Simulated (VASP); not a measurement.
# Cu (P6_3/mmc) in VASP: further runs

Aim: see how the results for Cu move with the level of theory and the settings. Levels: BLYP, LDA, PBEsol. Tasks: single point.

Program: VASP 6.6.1. These are calculated values, not measurements. Logs are shortened: lines on timing, memory, paths and dates and some standing lists are left out, and cuts for length are marked.

## Step 1: The cell of the first run

Symmetry: P6_3/mmc, No. 194, hexagonal system. The conventional cell has a = 2.531 Å, b = 2.531 Å, c = 8.262 Å, α = 90.00°, β = 90.00°, γ = 120.00°. Cu (site symmetry -3m) has 12 Cu at 2.53 Å within 3.3 Å. Cu (site symmetry -6m2) has 12 Cu at 2.53 Å within 3.3 Å.

## Step 2: Single point, BLYP

INCAR reads:

```
PREC     = Accurate       # precision mode
ENCUT    = 520            # plane-wave cutoff, eV
EDIFF    = 1E-6           # SCF threshold, eV
ISMEAR   = 1              # smearing method
SIGMA    = 0.05           # smearing width, eV
LREAL    = False          # projectors in reciprocal space
LASPH    = True           # aspherical terms in the spheres
NELM     = 80             # most SCF steps
ALGO     = Normal         # electronic algorithm
ISIF     = 2              # what is computed and relaxed
LWAVE    = False          # write WAVECAR
LCHARG   = False          # write CHGCAR
GGA      = B5             # functional
ALDAX    = 1.0          
AGGAX    = 1.0          
AGGAC    = 1.0          
ALDAC    = 0.0          
NBANDS   = 30             # bands
```

KPOINTS reads:

```
Automatic mesh
0
Gamma
  9 9 3
```

POSCAR reads:

```
Cu
1.0
    2.5307600000      0.0000000000      0.0000000000
   -1.2653800000      2.1917100000      0.0000000000
    0.0000000000      0.0000000000      8.2618200000
Cu
4
Direct
    0.0000000000      0.0000000000      0.0000000000
    0.3333333333      0.6666666667      0.2500000000
    0.0000000000      0.0000000000      0.5000000000
    0.6666666667      0.3333333333      0.7500000000
```

Potentials or basis: VASP PAW PBE potentials, release 64 (Cu).

Started as:

```sh
$ cat potpaw_PBE.64/Cu/POTCAR > POTCAR
$ mpirun -np 1 vasp_std > vasp.out
```

OUTCAR:

```text
PREC = Accurate
   ENCUT = 520
   EDIFF = 1E-6
   ISMEAR = 1
   LREAL = False
   LASPH = True
   NELM = 80
   ISIF = 2
   GGA = B5

 ion  position               nearest neighbor table
   1  0.000  0.000  0.000-   2 2.53   4 2.53   4 2.53   2 2.53   4 2.53   2 2.53
   2  0.333  0.667  0.250-   1 2.53   3 2.53   1 2.53   3 2.53   1 2.53   3 2.53
   3  0.000  0.000  0.500-   2 2.53   4 2.53   4 2.53   2 2.53   4 2.53   2 2.53
   4  0.667  0.333  0.750-   1 2.53   3 2.53   1 2.53   3 2.53   1 2.53   3 2.53

  LATTYP: Found a hexagonal cell.
 ALAT       =     2.5307600000
 C/A-ratio  =     3.2645608434

  Lattice vectors:

 A1 = (   2.5307600000,   0.0000000000,   0.0000000000)
 A2 = (  -1.2653800000,   2.1917100000,   0.0000000000)
 A3 = (   0.0000000000,   0.0000000000,   8.2618200000)

Analysis of symmetry for initial positions (statically):
=====================================================================
 Subroutine PRICEL returns:
 Original cell was already a primitive cell.

 Routine SETGRP: Setting up the symmetry group for a
 hexagonal supercell.

 Subroutine GETGRP returns: Found 24 space group operations
 (whereof 12 operations were pure point group operations)
 out of a pool of 24 trial point group operations.

The static configuration has the point symmetry D_3d.
 The point group associated with its full space group is D_6h.

Analysis of symmetry for dynamics (positions and initial velocities):
=====================================================================
 Subroutine PRICEL returns:
 Original cell was already a primitive cell.

 Routine SETGRP: Setting up the symmetry group for a
 hexagonal supercell.

 Subroutine GETGRP returns: Found 24 space group operations
 (whereof 12 operations were pure point group operations)
 out of a pool of 24 trial point group operations.

The dynamic configuration has the point symmetry D_3d.
 The point group associated with its full space group is D_6h.

 Subroutine INISYM returns: Found 24 space group operations
 (whereof 12 operations are pure point group operations),
 and found     1 'primitive' translations

----------------------------------------------------------------------------------------

                                     Primitive cell

  volume of cell :      45.8258
[... 88 lines left out ...]
   LSORBIT =      F    spin-orbit coupling
   LASPH  =      T    aspherical Exc in radial PAW
   ENCUT  =  520.0 eV  38.22 Ry    6.18 a.u.   4.71  4.71 15.36*2*pi/ulx,y,z
   NELM   =     80;   NELMIN=  2; NELMDL= -5     # of ELM steps
   EDIFF  = 0.1E-05   stopping-criterion for ELM
   LREAL  =      F    real-space projection
   EDIFFG = 0.1E-04   stopping-criterion for IOM
   NSW    =      0    number of steps for IOM
   IBRION =     -1    ionic relax: 0-MD 1-quasi-New 2-CG
   NFREE  =      0    steps in history (QN), initial steepest desc. (CG)
   ISIF   =      2    stress and relaxation
   ISYM   =      2    0-nonsym 1-usesym 2-fastsym
   POTIM  = 0.5000    time-step for ionic-motion
   TEBEG  =    0.0;   TEEND  =   0.0 temperature during run
   PSTRESS=    0.0 pullay stress
   NELECT =      44.0000    total number of electrons
   NUPDOWN=      -1.0000    fix difference up-down
   EMIN   =  10.00;   EMAX   =-10.00  energy-range for DOS
   EFERMI =   0.00;   METHOD = LEGACY
   ISMEAR =     1;   SIGMA  =   0.05  broadening in eV -4-tet -1-fermi 0-gaus
   EFERMI_NEDOS =   21; number of points for ismear=-14 and -15
   IALGO  =     38    algorithm
   IMIX   =      4    mixing-type and parameters
     AMIX     =   0.40;   BMIX     =  1.00
     AMIX_MAG =   1.60;   BMIX_MAG =  1.00
  volume/ion in A,a.u.               =      11.46        77.31
  Fermi-wavevector in a.u.,A,eV,Ry     =   1.615062  3.052024 35.489769  2.608424
  Thomas-Fermi vector in A             =   2.709870
   LORBIT       =      0    0 simple, 1 ext, 2 COOP (PROOUT), +10 PAW based schemes
   GGA     = B5    functional components
   LHFCALC =     F    Hartree Fock is set to
   AEXX    =    0.0000 exact exchange contribution
   IVDW    =     0    specifies the selected vdW correction
   LEPSILON=     F    determine dielectric tensor
   LRPA    =     F    only Hartree local field effects (RPA)
 non-spin polarized calculation
 Methfessel and Paxton  Order N= 1 SIGMA  =   0.05
  energy-cutoff  :      520.00
  volume of cell :       45.83
 maximum number of plane-waves:      1255
 NGX is ok and might be reduce to    20
   NGX =  9   NGY =  9   NGZ = 31

 number of electron      43.9999980 magnetization

 Free energy of the ion-electron system (eV)
  ---------------------------------------------------
  ext. energy  EPLUGINS =         0.00000000
  ---------------------------------------------------
  free energy    TOTEN  =       -11.68786863 eV

  energy without entropy =      -11.68842766  energy(sigma->0) =      -11.68805497

 E-fermi :   8.4273     XC(G=0): -12.3296

 val. band max:        8.3995298755   @ k =   0.2222   0.2222   0.0000
 cond. band min:       8.4560501658   @ k =   0.2222   0.2222   0.0000
 fundamental gap:      0.0565202903
 Fermi energy:         8.4273109034

 k-point     1 :       0.0000    0.0000    0.0000
  band No.  band energies     occupation
      1      -1.0309      2.00000
      2       1.1209      2.00000
      3       1.1350      2.00000
      4       3.1661      2.00000
      5       5.0146      2.00000
      6       5.0230      2.00000
[... 781 lines left out ...]
     29      16.2179      0.00000
     30      17.9639      0.00000

------------------------ aborting loop because EDIFF is reached ----------------------------------------

  FORCE on cell =-STRESS in cart. coord.  units (eV):
  Direction    XX          YY          ZZ          XY          YZ          ZX
  --------------------------------------------------------------------------------------
  -------------------------------------------------------------------------------------
  Total        4.3932073      4.3932376      5.0058065     -0.0000000      0.0000000     -0.0000000
  in kB      153.5969168    153.5979749    175.0148339     -0.0000000      0.0000000     -0.0000000
  external PRESSURE =     160.7365752 kB  Pullay stress =       0.0000000 kB

 VOLUME and BASIS-vectors are now :
 -----------------------------------------------------------------------------
  energy-cutoff  :      520.00
  volume of cell :       45.83
      direct lattice vectors                 reciprocal lattice vectors
     2.530760000  0.000000000  0.000000000     0.395138219  0.228132372  0.000000000
    -1.265380000  2.191710000  0.000000000     0.000000000  0.456264743  0.000000000
     0.000000000  0.000000000  8.261820000     0.000000000  0.000000000  0.121038706

 POSITION                                       TOTAL-FORCE (eV/Angst)
 -----------------------------------------------------------------------------------
      0.00000      0.00000      0.00000         0.000000      0.000000     -0.000000
     -0.00000      1.46114      2.06546        -0.000000      0.000000      0.000000
      0.00000      0.00000      4.13091         0.000000      0.000000     -0.000000
      1.26538      0.73057      6.19637         0.000000     -0.000000      0.000000
 -----------------------------------------------------------------------------------
    total drift:                                0.000000     -0.000000      0.000000

  FREE ENERGIE OF THE ION-ELECTRON SYSTEM (eV)
  ---------------------------------------------------
  free  energy   TOTEN  =       -11.6878686269 eV

  energy  without entropy=      -11.6884276608  energy(sigma->0) =      -11.68805497
```

Wall time 35 s (1 thread of Intel Xeon Platinum 8488C (Sapphire Rapids), shared host); peak memory 0.17 GiB.

What came out:

```
Free energy            : -11.6879 eV
Pressure               : 16.1 GPa
Band gap on the k mesh : zero (band 22 reaches 11.92 eV, above the bottom of band 23 at 6.61 eV)
```

Stress tensor (GPa, compression positive):
```
15.36  0.00  0.00
 0.00 15.36  0.00
 0.00  0.00 17.50
```

Levels at points of the mesh, in eV from the Fermi level:
| k point | band 20 | band 21 | band 22 | band 23 | band 24 | band 25 |
| --- | --- | --- | --- | --- | --- | --- |
| (0.00, 0.00, 0.00) | -2.05 | -2.05 | -1.75 | -1.75 | -0.87 | 3.90 |

Caveat: the PAW data sets were made with another functional, which shifts forces and pressure a little.

## Step 3: Single point, LDA

INCAR reads:

```
SYSTEM = Cu
ALGO = Normal
EDIFF = 1E-7
ENCUT = 520
ISIF = 2
ISMEAR = 1
LASPH = .TRUE.
LCHARG = .FALSE.
LREAL = .FALSE.
LWAVE = .FALSE.
NBANDS = 30
NELM = 80
PREC = Accurate
SIGMA = 0.05
```

KPOINTS reads:

```
k-points
0
G
  9 9 3
  0 0 0
```

POSCAR is that of step 2.

Potentials or basis: VASP PAW LDA potentials, release 64 (Cu).

Started as:

```sh
$ cat potpaw_LDA.64/Cu/POTCAR > POTCAR
$ mpirun -np 1 vasp_std > vasp.out
```

OUTCAR:

```text
SYSTEM = Cu
   EDIFF = 1E-7
   ENCUT = 520
   ISIF = 2
   ISMEAR = 1
   LASPH = .TRUE.
   LREAL = .FALSE.
   NELM = 80
   PREC = Accurate

 ion  position               nearest neighbor table
   1  0.000  0.000  0.000-   2 2.53   4 2.53   4 2.53   2 2.53   4 2.53   2 2.53
   2  0.333  0.667  0.250-   1 2.53   3 2.53   1 2.53   3 2.53   1 2.53   3 2.53
   3  0.000  0.000  0.500-   2 2.53   4 2.53   4 2.53   2 2.53   4 2.53   2 2.53
   4  0.667  0.333  0.750-   1 2.53   3 2.53   1 2.53   3 2.53   1 2.53   3 2.53

  LATTYP: Found a hexagonal cell.
 ALAT       =     2.5307600000
 C/A-ratio  =     3.2645608434

  Lattice vectors:

 A1 = (   2.5307600000,   0.0000000000,   0.0000000000)
 A2 = (  -1.2653800000,   2.1917100000,   0.0000000000)
 A3 = (   0.0000000000,   0.0000000000,   8.2618200000)

Analysis of symmetry for initial positions (statically):
=====================================================================
 Subroutine PRICEL returns:
 Original cell was already a primitive cell.

 Routine SETGRP: Setting up the symmetry group for a
 hexagonal supercell.

 Subroutine GETGRP returns: Found 24 space group operations
 (whereof 12 operations were pure point group operations)
 out of a pool of 24 trial point group operations.

The static configuration has the point symmetry D_3d.
 The point group associated with its full space group is D_6h.

Analysis of symmetry for dynamics (positions and initial velocities):
=====================================================================
 Subroutine PRICEL returns:
 Original cell was already a primitive cell.

 Routine SETGRP: Setting up the symmetry group for a
 hexagonal supercell.

 Subroutine GETGRP returns: Found 24 space group operations
 (whereof 12 operations were pure point group operations)
 out of a pool of 24 trial point group operations.

The dynamic configuration has the point symmetry D_3d.
 The point group associated with its full space group is D_6h.

[... 118 lines left out ...]
   IALGO  =     38    algorithm
   IMIX   =      4    mixing-type and parameters
     AMIX     =   0.40;   BMIX     =  1.00
     AMIX_MAG =   1.60;   BMIX_MAG =  1.00
  volume/ion in A,a.u.               =      11.46        77.31
  Fermi-wavevector in a.u.,A,eV,Ry     =   1.615062  3.052024 35.489769  2.608424
  Thomas-Fermi vector in A             =   2.709870
   LORBIT       =      0    0 simple, 1 ext, 2 COOP (PROOUT), +10 PAW based schemes
   GGA     = CA    functional components
   LHFCALC =     F    Hartree Fock is set to
   AEXX    =    0.0000 exact exchange contribution
   IVDW    =     0    specifies the selected vdW correction
   LEPSILON=     F    determine dielectric tensor
   LRPA    =     F    only Hartree local field effects (RPA)
 non-spin polarized calculation
 Methfessel and Paxton  Order N= 1 SIGMA  =   0.05
  energy-cutoff  :      520.00
  volume of cell :       45.83
 maximum number of plane-waves:      1255
 NGX is ok and might be reduce to    20
   NGX =  9   NGY =  9   NGZ = 31

 number of electron      43.9999980 magnetization

 Free energy of the ion-electron system (eV)
  ---------------------------------------------------
  ext. energy  EPLUGINS =         0.00000000
  ---------------------------------------------------
  free energy    TOTEN  =       -18.77428096 eV

  energy without entropy =      -18.77403326  energy(sigma->0) =      -18.77419839

 E-fermi :   7.6767     XC(G=0): -13.2803

 val. band max:        7.6488547618   @ k =   0.2222   0.1111   0.3333
 cond. band min:       7.6894798389   @ k =   0.4444  -0.0000   0.0000
 fundamental gap:      0.0406250771
 Fermi energy:         7.6767489273

 k-point     1 :       0.0000    0.0000    0.0000
  band No.  band energies     occupation
      1      -1.8563      2.00000
      2       0.3015      2.00000
      3       0.3091      2.00000
      4       2.4343      2.00000
      5       4.3037      2.00000
      6       4.3140      2.00000
[... 781 lines left out ...]
     29      15.4900      0.00000
     30      17.1951      0.00000

------------------------ aborting loop because EDIFF is reached ----------------------------------------

  FORCE on cell =-STRESS in cart. coord.  units (eV):
  Direction    XX          YY          ZZ          XY          YZ          ZX
  --------------------------------------------------------------------------------------
  -------------------------------------------------------------------------------------
  Total       -2.3333756     -2.3333917     -1.8072460      0.0000000     -0.0000000      0.0000000
  in kB      -81.5803309    -81.5808929    -63.1855928      0.0000000     -0.0000000      0.0000000
  external PRESSURE =     -75.4489389 kB  Pullay stress =       0.0000000 kB

 VOLUME and BASIS-vectors are now :
 -----------------------------------------------------------------------------
  energy-cutoff  :      520.00
  volume of cell :       45.83
      direct lattice vectors                 reciprocal lattice vectors
     2.530760000  0.000000000  0.000000000     0.395138219  0.228132372  0.000000000
    -1.265380000  2.191710000  0.000000000     0.000000000  0.456264743  0.000000000
     0.000000000  0.000000000  8.261820000     0.000000000  0.000000000  0.121038706

 POSITION                                       TOTAL-FORCE (eV/Angst)
 -----------------------------------------------------------------------------------
      0.00000      0.00000      0.00000        -0.000000      0.000000      0.000000
     -0.00000      1.46114      2.06546         0.000000      0.000000     -0.000000
      0.00000      0.00000      4.13091        -0.000000      0.000000      0.000000
      1.26538      0.73057      6.19637         0.000000     -0.000000      0.000000
 -----------------------------------------------------------------------------------
    total drift:                                0.000000     -0.000000      0.000000

  FREE ENERGIE OF THE ION-ELECTRON SYSTEM (eV)
  ---------------------------------------------------
  free  energy   TOTEN  =       -18.7742809562 eV

  energy  without entropy=      -18.7740332577  energy(sigma->0) =      -18.77419839
```

OSZICAR:

```text
N       E                     dE             d eps       ncg     rms          rms(c)
DAV:   1     0.335494975007E+03    0.33549E+03   -0.19650E+04  1528   0.270E+03
DAV:   2     0.934630568221E+01   -0.32615E+03   -0.31387E+03  1440   0.395E+02
DAV:   3    -0.219204176598E+02   -0.31267E+02   -0.29137E+02  1562   0.172E+02
DAV:   4    -0.227785563372E+02   -0.85814E+00   -0.85576E+00  1656   0.388E+01
DAV:   5    -0.227909849076E+02   -0.12429E-01   -0.12427E-01  1858   0.458E+00    0.160E+01
DAV:   6    -0.203141899941E+02    0.24768E+01   -0.32122E+01  1644   0.124E+02    0.798E+00
DAV:   7    -0.188230686716E+02    0.14911E+01   -0.62310E+00  1664   0.533E+01    0.916E-01
DAV:   8    -0.187961921932E+02    0.26876E-01   -0.18288E-01  2034   0.138E+01    0.106E+00
DAV:   9    -0.187805579757E+02    0.15634E-01   -0.43227E-02  1842   0.926E+00    0.599E-01
DAV:  10    -0.187745329567E+02    0.60250E-02   -0.11801E-02  2004   0.189E+00    0.105E-01
DAV:  11    -0.187746049481E+02   -0.71991E-04   -0.55459E-04  1856   0.359E-01    0.115E-01
DAV:  12    -0.187743149317E+02    0.29002E-03   -0.53411E-04  1974   0.389E-01    0.290E-02
DAV:  13    -0.187742872835E+02    0.27648E-04   -0.79672E-05  2076   0.131E-01    0.104E-02
DAV:  14    -0.187742818586E+02    0.54249E-05   -0.13979E-05  1754   0.479E-02    0.319E-03
DAV:  15    -0.187742809466E+02    0.91196E-06   -0.18590E-06  2564   0.360E-02    0.177E-03
DAV:  16    -0.187742809562E+02   -0.95197E-08   -0.98865E-07  1638   0.156E-02
   1 F= -.18774281E+02 E0= -.18774198E+02  d E =-.247698E-03
```

stdout:

```text
POSCAR found type information on POSCAR Cu
 POSCAR found :  1 types and       4 ions
 scaLAPACK will be used
 LDA part: xc-table for (Slater(with rela. corr.)+CA(PZ))
 , standard interpolation
 POSCAR, INCAR and KPOINTS ok, starting setup
 FFT: planning ... GRIDC
 FFT: planning ... GRID_SOFT
 FFT: planning ... GRID
 WAVECAR not read
 entering main loop
```

Run time: 29 s. Hardware: 1 thread of Intel Xeon Platinum 8488C (Sapphire Rapids), shared host; peak memory 0.15 GiB.

What came out:

```yaml
Free_energy: -18.7743 eV
Pressure: -7.5 GPa
Band_gap_on_the_k_mesh: zero (band 22 reaches 11.09 eV, above the bottom of band 23 at 5.94 eV)
```

Stress tensor (GPa, compression positive):
```
-8.16  0.00  0.00
 0.00 -8.16  0.00
 0.00  0.00 -6.32
```

## Step 4: Single point, PBEsol

INCAR reads:

```
SYSTEM = Cu
ALGO = Normal
EDIFF = 1E-7
ENCUT = 520
GGA = PS
ISIF = 2
ISMEAR = 1
LASPH = .True.
LCHARG = .False.
LREAL = .False.
LWAVE = .False.
NBANDS = 30
NELM = 60
PREC = Accurate
SIGMA = 0.05
```

KPOINTS reads:

```
k-points
0
Gamma
  9 9 3
  0 0 0
```

POSCAR is that of step 3.

Potentials or basis: VASP PAW PBE potentials, release 64 (Cu).

Started as:

```sh
$ cat potpaw_PBE.64/Cu/POTCAR > POTCAR
$ mpirun -np 1 vasp_std > vasp.out
```

It took 29 s on 1 thread of Intel Xeon Platinum 8488C (Sapphire Rapids), shared host; peak memory 0.16 GiB.

It converged, with:

| Item | Value |
| --- | --- |
| Free energy | -17.2259 eV |
| Pressure | -1.2 GPa |
| Band gap on the k mesh | zero (band 22 reaches 11.12 eV, above the bottom of band 23 at 6.03 eV) |

Stress tensor (GPa, compression positive):
```
-1.75  0.00  0.00
 0.00 -1.75  0.00
 0.00  0.00 -0.18
```

Levels at points of the mesh, in eV from the Fermi level:
```
           k point  band 18  band 19  band 20  band 21  band 22  band 23  band 24  band 25  band 26  band 27
(0.00, 0.00, 0.00)    -2.11    -2.11    -1.93    -1.93    -1.64    -1.64    -1.07     3.95    12.74    12.74
```

Caveat: the PAW data sets were made with another functional, which shifts forces and pressure a little.

## Step 5: The runs side by side

| level | potentials or basis | gap on the mesh (eV) | pressure (GPa) |
| --- | --- | --- | --- |
| BLYP | VASP PAW PBE potentials, release 64 (Cu) | none | 16.1 |
| LDA | VASP PAW LDA potentials, release 64 (Cu) | none | -7.5 |
| PBEsol | VASP PAW PBE potentials, release 64 (Cu) | none | -1.2 |

Alike in all rows: task single point; no spin polarisation; cell as given; k mesh 9 × 9 × 3; cutoff (eV) 520; smearing methfessel-paxton 0.05 eV.

Caveats: the PAW data sets were made with another functional, which shifts forces and pressure a little (some runs).

Total energies depend on the potentials used, so only differences within one code and one set of settings carry meaning.
